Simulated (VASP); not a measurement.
Input of a VASP 6.6.1 run:

The input INCAR:

```
PREC = Accurate
ENCUT = 520
EDIFF = 1E-6
ISMEAR = 0
SIGMA = 0.2
LREAL = False
LASPH = True
NELM = 100
ALGO = Normal
ISIF = 2
LWAVE = False
LCHARG = False
GGA = PE
NBANDS = 60
```

The input KPOINTS:

```
regular mesh
0
Gamma
  6 6 2
```

File POSCAR:

```
Y2TaN3
1.0
    3.3194637551      0.0000000000      0.0000000000
   -1.6597318776      2.8747399389      0.0000000000
    0.0000000000      0.0000000000     16.3662472000
Y Ta N
4 2 6
Direct
    0.3333333333      0.6666666667      0.3372200000
    0.3333333333      0.6666666667      0.8372200000
    0.6666666667      0.3333333333      0.1627800000
    0.6666666667      0.3333333333      0.6627800000
    0.0000000000      0.0000000000      0.0000000000
    0.0000000000      0.0000000000      0.5000000000
    0.0000000000      0.0000000000      0.2500000000
    0.0000000000      0.0000000000      0.7500000000
    0.3333333333      0.6666666667      0.0709335000
    0.3333333333      0.6666666667      0.5709335000
    0.6666666667      0.3333333333      0.4290665000
    0.6666666667      0.3333333333      0.9290665000
```

Potentials or basis: VASP PAW PBE potentials, release 64 (Y_sv, Ta_pv, N).

Run with:

```console
$ cat potpaw_PBE.64/Y_sv/POTCAR potpaw_PBE.64/Ta_pv/POTCAR potpaw_PBE.64/N/POTCAR > POTCAR
$ mpirun -np 1 vasp_std > vasp.out
```

(1) Estimate the largest force.

(2) Predict the pressure.

(3) Estimate the band gap on the k mesh.

Results:

(1) 0.080 eV/Å.

(2) -0.1 GPa.

(3) zero (bands 48 and 49 overlap by 0.57 eV).

Caveat: the k points lie up to 0.36 Å⁻¹ apart, too coarse for converged energies and pressures of a metal; spin-orbit coupling is left out, which moves the levels of the heavy elements.
